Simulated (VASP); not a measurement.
## W: single point with PBE

The system is W.

```
W
1.0
     0.00000   -3.18356    0.00000
    -3.18356    0.00000    0.00000
     0.00000    0.00000   -3.18356
W
2
Direct
  0.50000 0.50000 0.50000
  0.00000 0.00000 0.00000
```

```yaml
Program: VASP 6.6.1
Task: single point
Functional: PBE
Potentials_or_basis: VASP PAW PBE potentials, release 64 (W_sv)
Cutoff: 520 eV
k_mesh: 10 × 10 × 10
Occupations: gaussian, width 0.15 eV
Spin: no spin polarisation
Dipole_correction: no
Further_INCAR_settings: ALGO = Normal; EDIFF = 1e-06; NBANDS = 21
```

```json
{
 "Pressure": "0.6 GPa",
 "Band gap on the k mesh": "zero (band 14 reaches 11.81 eV, above the bottom of band 15 at 10.67 eV)"
}
```

Levels at points of the mesh, in eV from the Fermi level:
```csv
k point,band 11,band 12,band 13,band 14,band 15,band 16,band 17,band 18
"(0.00, 0.00, 0.00)",-5.69,-1.20,-1.20,-1.20,2.22,2.22,5.04,5.04
"(0.50, 0.00, 0.00)",-2.73,-2.73,-0.52,-0.52,-0.52,-0.52,1.34,1.34
"(0.50, 0.50, 0.00)",-3.48,-3.48,0.62,0.62,2.10,2.10,3.06,3.06
"(0.50, 0.50, 0.50)",-2.92,-2.92,-2.92,-2.92,3.22,3.22,3.22,3.22
```

Wall time 18 s on 1 thread of AMD EPYC 7R13 Processor (Zen 3), with other jobs on the host, peak memory 0.13 GiB.

Caveat: spin-orbit coupling is left out, which moves the levels of the heavy elements.
